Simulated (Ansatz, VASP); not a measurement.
# One calculation of ScSiS3, two programs

```xyz
5
Lattice="5.0589 0.0000 0.0000 0.0000 5.0589 0.0000 0.0000 0.0000 4.9572" Properties=species:S:1:pos:R:3 pbc="T T T"
Sc    0.0000    0.0000    2.4786
Si    2.5295    2.5295    2.4786
S     2.5295    0.0000    2.4786
S     0.0000    2.5295    2.4786
S     0.0000    0.0000    0.0000
```

Alike in both runs: functional PBE; k mesh 4 × 4 × 4; occupations gaussian, width 0.1 eV; no spin polarisation.

Ansatz relaxed the structure, and its values are those at the end. VASP's run is a single point on that final structure, the one shown.

|  | VASP | Ansatz |
| --- | --- | --- |
| version | VASP 6.6.1 | Ansatz 0.2.0 |
| potentials or method | VASP PAW PBE potentials, release 64 (Sc_sv, Si, S), cutoff 520 eV | scalar-relativistic, plane waves, PAW |
| valence electrons in the cell | 33 | 33 |

Ansatz gave:

* gap on the k mesh at the Fermi level (eV): none
* pressure (GPa): 0.0

Problem. Estimate VASP's values.

Solution. gap on the k mesh at the Fermi level (eV): none; pressure (GPa): 0.1.

A gap of «none» marks a metal or a gap that the smearing closes.
